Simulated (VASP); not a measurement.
Here is a VASP 6.6.1 calculation.

Contents of INCAR:

```
PREC = Accurate
ENCUT = 520
EDIFF = 1E-6
ISMEAR = -1
SIGMA = 0.1
LREAL = F
LASPH = T
NELM = 60
ALGO = Normal
ISIF = 2
LWAVE = F
LCHARG = T
GGA = RP
LELF = T
LVHAR = T
NBANDS = 17
```

KPOINTS

```
regular mesh
0
Gamma
  18 18 10
```

POSCAR

```
Hf
1.0
    3.1446273663      0.0000000000      0.0000000000
   -1.5723136831      2.7233271846      0.0000000000
    0.0000000000      0.0000000000      4.9775272178
Hf
2
Direct
    0.3333333333      0.6666666667      0.2500000000
    0.6666666667      0.3333333333      0.7500000000
```

Potentials or basis: VASP PAW PBE potentials, release 64 (Hf_pv).

Launch:

```sh
$ cat potpaw_PBE.64/Hf_pv/POTCAR > POTCAR
$ mpirun -np 1 vasp_std > vasp.out
```

Q: What does it give for the pressure?

A: 9.2 GPa.

Q: Predict the band gap on the k mesh.

A: Zero (band 10 reaches 6.58 eV, above the bottom of band 11 at 4.95 eV).

Stress tensor (GPa, compression positive):
```
9.12 0.00 0.00
0.00 9.12 0.00
0.00 0.00 9.34
```

Caveat: the PAW data sets were made with another functional, which shifts forces and pressure a little; spin-orbit coupling is left out, which moves the levels of the heavy elements.
